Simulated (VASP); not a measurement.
# Al5Cl2 (P1) in VASP: single point with PBE

Aim: the single point of Al5Cl2 with PBE.

All numbers are computed with VASP 6.6.1; they aren't measurements. Logs are shortened: lines on timing, memory, paths and dates and some standing lists are left out, and cuts for length are marked.

## 1. The cell of the first run

The typed cell holds 7 atoms: a = 5.475 Å, b = 5.660 Å, c = 5.609 Å, α = 119.25°, β = 89.64°, γ = 85.70°.

## 2. Single point, PBE

The input, INCAR:

```
SYSTEM = Al5Cl2
  ALGO = Normal
  EDIFF = 1E-7
  ENCUT = 520
  GGA = PE
  ISIF = 2
  ISMEAR = 0
  LASPH = .True.
  LCHARG = .False.
  LREAL = .False.
  LWAVE = .False.
  NBANDS = 24
  NELM = 80
  PREC = Accurate
  SIGMA = 0.2
```

The input, KPOINTS:

```
k-points
0
Gamma
  4 6 6
  0 0 0
```

The input, POSCAR:

```
Al5Cl2
1.0
    0.2030714294      0.1372152738      5.4693322081
    5.6555481732      0.0510662592      0.2139126751
   -2.7872795253      4.8671976464      0.0164781187
Al Cl
5 2
Direct
   -0.0020215621      0.0001700340     -0.0738733470
    0.4978429589     -0.0012867464     -0.0266083546
    0.5300259715      0.4894604473     -0.0527374871
    0.5020823613     -0.0042056429      0.4613449197
    0.4699800101      0.5051769721      0.4554057980
   -0.0420878910      0.3456531085      0.7903345894
    0.0441781513      0.6650318273      0.4461338816
```

Potentials or basis: VASP PAW PBE potentials, release 64 (Al, Cl).

Run with:

```sh
$ cat potpaw_PBE.64/Al/POTCAR potpaw_PBE.64/Cl/POTCAR > POTCAR
$ mpirun -np 1 vasp_std > vasp.out
```

OUTCAR:

```text
SYSTEM = Al5Cl2
   EDIFF = 1E-7
   ENCUT = 520
   GGA = PE
   ISIF = 2
   ISMEAR = 0
   LASPH = .True.
   LREAL = .False.
   NELM = 80
   PREC = Accurate

 ion  position               nearest neighbor table
   1  0.998  0.000  0.926-   7 2.42   6 2.42   2 2.75   2 2.75
   2  0.498  0.999  0.973-   4 2.75   1 2.75   1 2.75   3 2.81   5 2.81   4 2.86   3 2.87   5 2.90

   3  0.530  0.489  0.947-   6 2.43   2 2.81   4 2.81   5 2.82   5 2.82   2 2.87   4 2.90
   4  0.502  0.996  0.461-   2 2.75   5 2.78   3 2.81   2 2.86   5 2.89   3 2.90
   5  0.470  0.505  0.455-   7 2.45   4 2.78   2 2.81   3 2.82   3 2.82   4 2.89   2 2.90
   6  0.958  0.346  0.790-   1 2.42   3 2.43
   7  0.044  0.665  0.446-   1 2.42   5 2.45

  LATTYP: Found a triclinic cell.
 ALAT       =    10.8551854900
 B/A-ratio  =     0.6976756045
 C/A-ratio  =     1.2008422581
 COS(alpha) =     0.0036578917
 COS(beta)  =     0.4792694300
 COS(gamma) =     0.8680265960

  Lattice vectors:

 A1 = (  -8.3207453917,  -4.8321148910,   5.0250287392)
 A2 = (  -5.4524767438,   0.0861490146,   5.2554195330)
 A3 = (  -5.9396087252,  -9.9737430850,  -5.9301137957)

Analysis of symmetry for initial positions (statically):
=====================================================================
 Subroutine PRICEL returns:
 Original cell was already a primitive cell.

 Routine SETGRP: Setting up the symmetry group for a
 triclinic supercell.

 Subroutine GETGRP returns: Found  1 space group operations
 (whereof  1 operations were pure point group operations)
 out of a pool of  2 trial point group operations.

The static configuration has the point symmetry C_1 .

Analysis of symmetry for dynamics (positions and initial velocities):
=====================================================================
 Subroutine PRICEL returns:
 Original cell was already a primitive cell.

 Routine SETGRP: Setting up the symmetry group for a
 triclinic supercell.

 Subroutine GETGRP returns: Found  1 space group operations
 (whereof  1 operations were pure point group operations)
 out of a pool of  2 trial point group operations.

The dynamic configuration has the point symmetry C_1 .

 Subroutine INISYM returns: Found  1 space group operations
 (whereof  1 operations are pure point group operations),
 and found     1 'primitive' translations

----------------------------------------------------------------------------------------

[... 107 lines left out ...]
   NFREE  =      0    steps in history (QN), initial steepest desc. (CG)
   ISIF   =      2    stress and relaxation
   ISYM   =      2    0-nonsym 1-usesym 2-fastsym
   POTIM  = 0.5000    time-step for ionic-motion
   TEBEG  =    0.0;   TEEND  =   0.0 temperature during run
   PSTRESS=    0.0 pullay stress
   NELECT =      29.0000    total number of electrons
   NUPDOWN=      -1.0000    fix difference up-down
   EMIN   =  10.00;   EMAX   =-10.00  energy-range for DOS
   EFERMI =   0.00;   METHOD = LEGACY
   ISMEAR =     0;   SIGMA  =   0.20  broadening in eV -4-tet -1-fermi 0-gaus
   EFERMI_NEDOS =   21; number of points for ismear=-14 and -15
   IALGO  =     38    algorithm
   IMIX   =      4    mixing-type and parameters
     AMIX     =   0.40;   BMIX     =  1.00
     AMIX_MAG =   1.60;   BMIX_MAG =  1.00
  volume/ion in A,a.u.               =      21.58       145.60
  Fermi-wavevector in a.u.,A,eV,Ry     =   0.944476  1.784802 12.136881  0.892036
  Thomas-Fermi vector in A             =   2.072285
   LORBIT       =      0    0 simple, 1 ext, 2 COOP (PROOUT), +10 PAW based schemes
   GGA     = PE    functional components
   LHFCALC =     F    Hartree Fock is set to
   AEXX    =    0.0000 exact exchange contribution
   IVDW    =     0    specifies the selected vdW correction
   LEPSILON=     F    determine dielectric tensor
   LRPA    =     F    only Hartree local field effects (RPA)
 non-spin polarized calculation
 Gauss-broadening in eV      SIGMA  =   0.20
  energy-cutoff  :      520.00
  volume of cell :      151.03
 maximum number of plane-waves:      4090
 NGX is ok and might be reduce to    42
   NGX = 21   NGY = 21   NGZ = 21

 number of electron      29.0000001 magnetization

 Free energy of the ion-electron system (eV)
  ---------------------------------------------------
  ext. energy  EPLUGINS =         0.00000000
  ---------------------------------------------------
  free energy    TOTEN  =       -23.64716428 eV

  energy without entropy =      -23.60243845  energy(sigma->0) =      -23.62480136

 E-fermi :   5.4380     XC(G=0):  -9.0757

 val. band max:        5.4199531709   @ k =  -0.0000   0.3333   0.5000
 cond. band min:       5.4599071628   @ k =  -0.2500   0.1667   0.1667
 fundamental gap:      0.0399539919
 Fermi energy:         5.4379872405

 k-point     1 :       0.0000    0.0000    0.0000
  band No.  band energies     occupation
      1     -11.9483      2.00000
      2     -11.2389      2.00000
      3      -3.0505      2.00000
      4      -1.5253      2.00000
      5      -1.3307      2.00000
      6      -0.9536      2.00000
[... 637 lines left out ...]
     23       9.7153      0.00000
     24      10.0844      0.00000

 [... further k-points ...]

------------------------ aborting loop because EDIFF is reached ----------------------------------------

  FORCE on cell =-STRESS in cart. coord.  units (eV):
  Direction    XX          YY          ZZ          XY          YZ          ZX
  --------------------------------------------------------------------------------------
  -------------------------------------------------------------------------------------
  Total        0.0269623     -0.0609776     -0.0586248     -0.0297585      0.0135556      0.0519484
  in kB        0.2860347     -0.6468914     -0.6219322     -0.3156988      0.1438076      0.5511038
  external PRESSURE =      -0.3275963 kB  Pullay stress =       0.0000000 kB

 VOLUME and BASIS-vectors are now :
 -----------------------------------------------------------------------------
  energy-cutoff  :      520.00
  volume of cell :      151.03
      direct lattice vectors                 reciprocal lattice vectors
     0.203071429  0.137215274  5.469332208    -0.006888349 -0.004564983  0.183207963
     5.655548173  0.051066259  0.213912675     0.176249208  0.100962693 -0.009076940
    -2.787279525  4.867197646  0.016478119    -0.001654998  0.204526438 -0.005069736

 POSITION                                       TOTAL-FORCE (eV/Angst)
 -----------------------------------------------------------------------------------
     -2.37775      4.64459      5.47357         0.003549     -0.008598      0.001780
      3.03625      4.85700      2.95255        -0.003704     -0.005650      0.004129
      0.23551      4.70824      3.01920         0.003167     -0.006580      0.012066
      4.44782      2.36520      2.96667         0.007338      0.009882     -0.003947
      1.68315      2.30684      2.68604        -0.005490      0.000964     -0.009542
     -0.05350      3.99581      5.32610         0.012954      0.004844     -0.019932
      2.52659      2.21144      0.39124        -0.017815      0.005138      0.015446
 -----------------------------------------------------------------------------------
    total drift:                               -0.000034     -0.000048      0.000016

  FREE ENERGIE OF THE ION-ELECTRON SYSTEM (eV)
  ---------------------------------------------------
  free  energy   TOTEN  =       -23.6471642763 eV

  energy  without entropy=      -23.6024384518  energy(sigma->0) =      -23.62480136
```

Wall time 1.8 min (1 thread of AMD EPYC 9R45 (Zen 5), shared host); peak memory 0.35 GiB.

What came out:

- Free energy: -23.6472 eV
- Pressure: 0.0 GPa
- Largest force: 0.024 eV/Å
- Band gap on the k mesh: zero (an odd number of electrons rules out a gap without spin polarisation)

Forces on the atoms (eV/Å):
```
Al   0.004 -0.009  0.002
Al  -0.004 -0.006  0.004
Al   0.003 -0.007  0.012
Al   0.007  0.010 -0.004
Al  -0.005  0.001 -0.010
Cl   0.013  0.005 -0.020
Cl  -0.018  0.005  0.015
```

Levels at points of the mesh, in eV from the Fermi level:
```csv
k point,band 10,band 11,band 12,band 13,band 14,band 15,band 16,band 17,band 18,band 19
"(0.00, 0.00, 0.00)",-3.27,-2.55,-2.41,-2.36,-1.66,-1.57,-1.06,-0.32,2.15,2.30
"(0.50, 0.00, 0.00)",-3.66,-2.93,-2.79,-2.47,-2.40,-2.06,-0.59,0.81,2.35,2.50
"(0.00, 0.50, 0.00)",-4.24,-3.97,-3.23,-1.79,-1.13,1.09,1.34,1.62,1.77,1.96
"(0.50, 0.50, 0.00)",-3.74,-3.69,-2.66,-2.53,0.34,1.24,1.33,1.35,1.66,1.88
"(0.00, 0.00, 0.50)",-4.33,-4.03,-3.26,-1.71,-1.15,0.87,1.27,1.43,2.02,2.55
"(0.50, 0.00, 0.50)",-3.89,-3.63,-2.77,-2.42,0.08,1.08,1.33,1.50,1.90,2.19
"(0.00, 0.50, 0.50)",-4.31,-4.06,-3.31,-1.72,-1.13,0.86,1.29,1.40,2.00,2.60
"(0.50, 0.50, 0.50)",-3.86,-3.65,-2.74,-2.46,0.11,1.14,1.33,1.50,1.89,2.24
```

Caveat: an odd number of electrons without spin polarisation forces a metal; a magnetic or distorted state may lie lower.
